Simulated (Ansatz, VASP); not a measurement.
# Two plane-wave programs on C

```
CELL_PARAMETERS angstrom
-1.23278 2.13410 0.00000
-1.23278 0.00000 -3.39788
-3.69834 -2.13410 0.00000
ATOMIC_POSITIONS crystal
C 0.25004 0.00000 0.91665
C 0.75004 0.00000 0.41665
C 0.24996 0.00000 0.58335
C 0.74996 0.00000 0.08335
```

Alike in both runs: task single point; functional PBE; dispersion D3(BJ); k mesh 14 × 10 × 8; occupations gaussian, width 0.03 eV; no spin polarisation.

```csv
,VASP,Ansatz
version,VASP 6.6.1,Ansatz 0.2.0
potentials or method,"VASP PAW PBE potentials, release 64 (C), cutoff 520 eV","scalar-relativistic, plane waves, PAW"
valence electrons in the cell,16,16
```

```csv
,VASP,Ansatz,Ansatz less VASP
gap on the k mesh at the Fermi level (eV),0.46,0.46,0.000
least direct gap on the mesh (eV),0.56,0.56,0.000
pressure (GPa),0.4,0.0,-0.44
"traceless stress, the component that is largest in VASP (GPa)",-0.53,0.00,+0.531
rms of the force components (eV/Å),0.013,0.013,0.0000
```

Atom by atom the forces differ by 0.000 eV/Å (rms over components).
